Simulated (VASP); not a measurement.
A run of VASP 6.6.1 is set up as follows.

Contents of INCAR:

```
SYSTEM = Ta
PREC     = Accurate       ! precision mode
ENCUT    = 520            ! plane-wave cutoff, eV
EDIFF    = 1E-7           ! SCF threshold, eV
ISMEAR   = 0              ! smearing method
SIGMA    = 0.15           ! smearing width, eV
LREAL    = .False.        ! projectors in reciprocal space
LASPH    = .True.         ! aspherical terms in the spheres
NELM     = 60             ! most SCF steps
ALGO     = Normal         ! electronic algorithm
ISIF     = 2              ! what is computed and relaxed
LWAVE    = .False.        ! write WAVECAR
LCHARG   = .False.        ! write CHGCAR
GGA      = PS             ! functional
NBANDS   = 12             ! bands
```

Contents of KPOINTS:

```
Automatic mesh
0
Gamma
  20 20 20
  0 0 0
```

The input POSCAR:

```
Ta
1.0
   -1.6099980000      1.6099980000      1.6512800000
    1.6099980000     -1.6099980000      1.6512800000
    1.6099980000      1.6099980000     -1.6512800000
Ta
1
Direct
    0.0000000000      0.0000000000      0.0000000000
```

Potentials or basis: VASP PAW PBE potentials, release 64 (Ta_pv).

Command:

```console
$ cat potpaw_PBE.64/Ta_pv/POTCAR > POTCAR
$ mpirun -np 1 vasp_std > vasp.out
```

Q: What does it give for the pressure?

A: 7.4 GPa.

Stress tensor (GPa, compression positive):
```
8.51 0.00 0.00
0.00 8.51 0.00
0.00 0.00 5.10
```

Caveat: the cell differs from its parent crystal (strain -0.025 along x and y, +0.000 along z); the PAW data sets were made with another functional, which shifts forces and pressure a little.
